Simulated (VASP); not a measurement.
# Si16N (a cell with a defect) in VASP: single point with PBEsol

Aim: the single point of Si16N (a cell with a defect) with PBEsol.

Program: VASP 6.6.1. These are calculated values, not measurements. Logs are shortened: lines on timing, memory, paths and dates and some standing lists are left out, and cuts for length are marked.

## Step 1: The cell of the first run

The cell holds a defect, 17 atoms: a = 7.679 Å, b = 7.679 Å, c = 7.679 Å, α = 60.00°, β = 60.00°, γ = 60.00°.

## Step 2: Single point, PBEsol, collinear spin, zero start

Contents of INCAR:

```
SYSTEM = Si16N
PREC = Accurate
ENCUT = 520
EDIFF = 1E-6
ISMEAR = 0
SIGMA = 0.02
LREAL = Auto
LASPH = .TRUE.
NELM = 150
ALGO = Normal
ISIF = 2
LWAVE = .FALSE.
LCHARG = .TRUE.
ISPIN = 2
MAGMOM = 0 0 0 0 0 0 0 0 0 0 0 0 0 0 0 0 0
LORBIT = 11
GGA = PS
LELF = .TRUE.
LVHAR = .TRUE.
NBANDS = 52
```

Contents of KPOINTS:

```
Automatic mesh
0
G
  2 2 2
  0 0 0
```

Contents of POSCAR:

```
Si16N
1.0
    0.0000000000      5.4300000000      5.4300000000
    5.4300000000      0.0000000000      5.4300000000
    5.4300000000      5.4300000000      0.0000000000
Si N
16 1
Direct
    0.0000000000      0.0000000000      0.0000000000
    0.1250000000      0.1250000000      0.1250000000
    0.0000000000      0.0000000000      0.5000000000
    0.1250000000      0.1250000000      0.6250000000
    0.0000000000      0.5000000000      0.0000000000
    0.1250000000      0.6250000000      0.1250000000
    0.0000000000      0.5000000000      0.5000000000
    0.1250000000      0.6250000000      0.6250000000
    0.5000000000      0.0000000000      0.0000000000
    0.6250000000      0.1250000000      0.1250000000
    0.5000000000      0.0000000000      0.5000000000
    0.6250000000      0.1250000000      0.6250000000
    0.5000000000      0.5000000000      0.0000000000
    0.6250000000      0.6250000000      0.1250000000
    0.5000000000      0.5000000000      0.5000000000
    0.6250000000      0.6250000000      0.6250000000
    0.3726557090      0.3776612339      0.8779159300
```

Potentials or basis: VASP PAW PBE potentials, release 64 (Si, N).

Started as:

```console
$ cat potpaw_PBE.64/Si/POTCAR potpaw_PBE.64/N/POTCAR > POTCAR
$ mpirun -np 1 vasp_std > vasp.out
```

OUTCAR:

```text
SYSTEM = Si16N
   PREC = Accurate
   ENCUT = 520
   EDIFF = 1E-6
   ISMEAR = 0
   LREAL = Auto
   LASPH = .TRUE.
   NELM = 150
   ISIF = 2
   ISPIN = 2
   LORBIT = 11
   GGA = PS

 ion  position               nearest neighbor table
   1  0.000  0.000  0.000-   2 2.35   4 2.35   6 2.35  10 2.35
   2  0.125  0.125  0.125-   1 2.35   3 2.35   5 2.35   9 2.35
   3  0.000  0.000  0.500-   2 2.35   4 2.35   8 2.35  12 2.35
   4  0.125  0.125  0.625-   1 2.35   3 2.35   7 2.35  11 2.35
   5  0.000  0.500  0.000-  17 2.34   6 2.35   8 2.35  14 2.35   2 2.35
   6  0.125  0.625  0.125-   1 2.35   5 2.35   7 2.35  13 2.35
   7  0.000  0.500  0.500-   4 2.35   6 2.35   8 2.35  16 2.35
   8  0.125  0.625  0.625-   3 2.35   5 2.35   7 2.35  15 2.35
   9  0.500  0.000  0.000-   2 2.35  10 2.35  12 2.35  14 2.35  17 2.37
  10  0.625  0.125  0.125-   1 2.35   9 2.35  11 2.35  13 2.35
  11  0.500  0.000  0.500-   4 2.35  10 2.35  12 2.35  16 2.35
  12  0.625  0.125  0.625-   3 2.35   9 2.35  11 2.35  15 2.35
  13  0.500  0.500  0.000-  17 2.33  10 2.35  14 2.35  16 2.35   6 2.35
  14  0.625  0.625  0.125-   5 2.35   9 2.35  13 2.35  15 2.35
  15  0.500  0.500  0.500-   8 2.35  12 2.35  14 2.35  16 2.35  17 2.37
  16  0.625  0.625  0.625-   7 2.35  11 2.35  13 2.35  15 2.35
  17  0.373  0.378  0.878-  13 2.33   5 2.34   9 2.37  15 2.37

  LATTYP: Found a face centered cubic cell.
 ALAT       =    10.8600000000

  Lattice vectors:

 A1 = (   0.0000000000,   5.4300000000,   5.4300000000)
 A2 = (   5.4300000000,   0.0000000000,   5.4300000000)
 A3 = (   5.4300000000,   5.4300000000,   0.0000000000)

Analysis of symmetry for initial positions (statically):
=====================================================================
 Subroutine PRICEL returns:
 Original cell was already a primitive cell.

 Routine SETGRP: Setting up the symmetry group for a
 face centered cubic supercell.

 Subroutine GETGRP returns: Found  1 space group operations
 (whereof  1 operations were pure point group operations)
 out of a pool of 48 trial point group operations.

The static configuration has the point symmetry C_1 .

Analysis of symmetry for dynamics (positions and initial velocities):
=====================================================================
 Subroutine PRICEL returns:
 Original cell was already a primitive cell.

 Routine SETGRP: Setting up the symmetry group for a
 face centered cubic supercell.

 Subroutine GETGRP returns: Found  1 space group operations
 (whereof  1 operations were pure point group operations)
 out of a pool of 48 trial point group operations.

The dynamic configuration has the point symmetry C_1 .

Analysis of structural, dynamic, and magnetic symmetry:
=====================================================================
 Subroutine PRICEL returns:
[... 172 lines left out ...]

 E-fermi :   6.2776     XC(G=0):  -9.7135

 val. band max:        6.0445009781   @ k =   0.0000   0.0000   0.0000
 cond. band min:       6.2798881922   @ k =   0.0000   0.5000   0.5000
 fundamental gap:      0.2353872141
 Fermi energy:         6.2776262119

 spin component 1

 k-point     1 :       0.0000    0.0000    0.0000
  band No.  band energies     occupation
      1      -8.4295      1.00000
      2      -5.4595      1.00000
      3      -3.8537      1.00000
      4      -3.8453      1.00000
      5      -3.8336      1.00000
      6      -3.4855      1.00000
[... 381 lines left out ...]
     45      10.1097      0.00000
     46      10.1102      0.00000
 Fermi energy:         6.2776262119

 spin component 2

 k-point     1 :       0.0000    0.0000    0.0000
  band No.  band energies     occupation
      1      -8.4294      1.00000
      2      -5.4595      1.00000
      3      -3.8536      1.00000
      4      -3.8453      1.00000
      5      -3.8335      1.00000
      6      -3.4855      1.00000
[... 381 lines left out ...]
     45      10.1097      0.00000
     46      10.1102      0.00000
 [bands above 46 left out]

------------------------ aborting loop because EDIFF is reached ----------------------------------------

  FORCE on cell =-STRESS in cart. coord.  units (eV):
  Direction    XX          YY          ZZ          XY          YZ          ZX
  --------------------------------------------------------------------------------------
  -------------------------------------------------------------------------------------
  Total        1.2131583      1.2581749      1.2584237     -0.0025386     -0.0244458     -0.0029411
  in kB        6.0701381      6.2953825      6.2966274     -0.0127021     -0.1223168     -0.0147160
  external PRESSURE =       6.2207160 kB  Pullay stress =       0.0000000 kB

 VOLUME and BASIS-vectors are now :
 -----------------------------------------------------------------------------
  energy-cutoff  :      520.00
  volume of cell :      320.21
      direct lattice vectors                 reciprocal lattice vectors
     0.000000000  5.430000000  5.430000000    -0.092081031  0.092081031  0.092081031
     5.430000000  0.000000000  5.430000000     0.092081031 -0.092081031  0.092081031
     5.430000000  5.430000000  0.000000000     0.092081031  0.092081031 -0.092081031

 POSITION                                       TOTAL-FORCE (eV/Angst)
 -----------------------------------------------------------------------------------
      0.00000      0.00000      0.00000        -0.003367     -0.005991      0.006897
      1.35750      1.35750      1.35750        -0.009230     -0.003482     -0.099895
      2.71500      2.71500      0.00000         0.008812      0.005051      0.004946
      4.07250      4.07250      1.35750        -0.004972     -0.000535     -0.000334
      2.71500      0.00000      2.71500        -0.596353      0.557229      0.558443
      4.07250      1.35750      4.07250         0.102656     -0.001251     -0.000319
[... 9 lines left out ...]
      6.78750      6.78750      6.78750        -0.009398      0.001926      0.099746
      6.81778      6.79060      4.07422         0.104289      0.008818      0.003052
 -----------------------------------------------------------------------------------
    total drift:                                0.000365      0.000092      0.000044

  FREE ENERGIE OF THE ION-ELECTRON SYSTEM (eV)
  ---------------------------------------------------
  free  energy   TOTEN  =       -95.3030024924 eV

  energy  without entropy=      -95.2954696066  energy(sigma->0) =      -95.29923605

 total charge

# of ion       s       p       d       tot
------------------------------------------
    1        0.751   0.945   0.000   1.696
    2        0.758   0.922   0.000   1.680
    3        0.750   0.945   0.000   1.695
    4        0.742   0.951   0.000   1.692
    5        0.744   0.916   0.000   1.660
    6        0.758   0.920   0.000   1.678
[... 9 lines left out ...]
   16        0.758   0.922   0.000   1.680
   17        1.340   2.093   0.000   3.433
--------------------------------------------------
tot         13.395  16.949   0.000  30.343

 magnetization (x)

# of ion       s       p       d       tot
------------------------------------------
    1        0.000   0.000   0.000   0.000
    2        0.000   0.000   0.000   0.000
    3       -0.000   0.000   0.000   0.000
    4       -0.000   0.000   0.000   0.000
    5       -0.000   0.000   0.000   0.000
    6        0.000   0.000   0.000   0.000
[... 9 lines left out ...]
   16        0.000   0.000   0.000   0.000
   17        0.000   0.000   0.000   0.000
--------------------------------------------------
tot          0.000   0.001   0.000   0.001
```

It took 24 min on 1 thread of Intel Xeon 8259CL, shared host; peak memory 0.73 GiB.

What came out:

* Free energy: -95.3030 eV
* Pressure: 0.6 GPa
* Largest force: 1.001 eV/Å
* Net moment: 0.00 μB per cell
* Valence electrons inside the program's atomic spheres: Si 1.70, 1.68, 1.69, 1.66, 1.72 (each value once); N 3.43

Forces in eV/Å, atoms in the order of the input:
```
Si  -0.003 -0.006  0.007
Si  -0.009 -0.003 -0.100
Si   0.009  0.005  0.005
Si  -0.005 -0.001  0.000
Si  -0.596  0.557  0.558
Si   0.103 -0.001  0.000
Si  -0.003  0.007 -0.006
Si  -0.009 -0.099 -0.003
Si   0.526 -0.526  0.524
Si  -0.010  0.100  0.002
Si   0.009 -0.005 -0.005
Si  -0.090  0.000  0.000
Si  -0.603 -0.566 -0.565
Si   0.063  0.006  0.002
Si   0.524  0.521 -0.522
Si  -0.009  0.002  0.100
N    0.104  0.009  0.003
```

Caveat: the k points lie up to 0.50 Å⁻¹ apart; the PAW data sets were made with another functional, which shifts forces and pressure a little.
